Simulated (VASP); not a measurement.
Set up this calculation in VASP 6.6.1, as the native input.

```yaml
Task: single point
Functional: PBEsol
Potentials_or_basis: VASP PAW PBE potentials, release 64 (Au)
Cutoff: 520 eV
k_mesh: 22 × 22 × 22
Occupations: gaussian, width 0.15 eV
Spin: no spin polarisation
Dipole_correction: no
Further_INCAR_settings: ALGO = Fast; EDIFF = 1e-07; NBANDS = 12
```

The structure of Au lies in POSCAR:

```
Au
1.0
    0.0000000000      1.9248891971      2.3098670365
    1.9248891971      0.0000000000      2.3098670365
    1.9248891971      1.9248891971      0.0000000000
Au
1
Direct
    0.0000000000      0.0000000000      0.0000000000
```

This cell differs from its parent crystal: ratio of the length along z to the lengths across it x 1.2, volume and fractional coordinates fixed.

These files were run (other wordings do the same):

INCAR

```
SYSTEM = Au
ALGO = Fast
EDIFF = 1E-7
ENCUT = 520
GGA = PS
ISIF = 2
ISMEAR = 0
LASPH = .TRUE.
LCHARG = .TRUE.
LELF = .TRUE.
LREAL = .FALSE.
LVHAR = .TRUE.
LWAVE = .FALSE.
NBANDS = 12
NELM = 100
PREC = Accurate
SIGMA = 0.15
```

KPOINTS

```
k-points
0
G
  22 22 22
  0 0 0
```

Potentials or basis: VASP PAW PBE potentials, release 64 (Au).

Run with:

```console
$ cat potpaw_PBE.64/Au/POTCAR > POTCAR
$ mpirun -np 1 vasp_std > vasp.out
```

Results of the run:

```
Pressure               : 1.4 GPa
Band gap on the k mesh : zero (an odd number of electrons rules out a gap without spin polarisation)
```

Caveat: the stress differs along the axes, from -6 to 5 GPa; the PAW data sets were made with another functional, which shifts forces and pressure a little; spin-orbit coupling is left out, which moves the levels of the heavy elements.

Wall time 86 s on 1 thread of AMD EPYC 9R45 96-Core Processor (Zen 5), on a shared host, peak memory 0.24 GiB.
